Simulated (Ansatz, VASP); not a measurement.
**GaO4 in VASP and in Ansatz**

```
Ga O
1.0
     3.90061    0.00000    0.00000
     0.00000    3.90061    0.00000
     0.00000    0.00000    3.90061
Ga O
1 4
Direct
  0.00000 0.00000 0.00000
  0.50000 0.50000 0.50000
  0.50000 0.00000 0.00000
  0.00000 0.50000 0.00000
  0.00000 0.00000 0.50000
```

Alike in both runs: functional PBE; k mesh 10 × 10 × 10; occupations gaussian, width 0.1 eV; collinear spin.

Ansatz relaxed the structure, and its values are those at the end. VASP's run is a single point on that final structure, the one shown.

```csv
,VASP,Ansatz
version,VASP 6.6.1,Ansatz 0.2.0
potentials or method,"VASP PAW PBE potentials, release 64 (Ga_d, O), cutoff 520 eV","scalar-relativistic, plane waves, PAW"
valence electrons in the cell,37,37
```

|  | VASP | Ansatz | Ansatz less VASP |
| --- | --- | --- | --- |
| gap on the k mesh at the Fermi level (eV) | none | none | - |
| pressure (GPa) | 0.2 | 0.0 | -0.21 |
| net moment per atom (μB) | 1.00 | 1.00 | 0.000 |
| size of the moment on the site where the two differ most (μB) | 1.64 | 1.94 | +0.299 |

Site moments also hang on the region over which each program counts them. A gap of «none» marks a metal or a gap that the smearing closes.
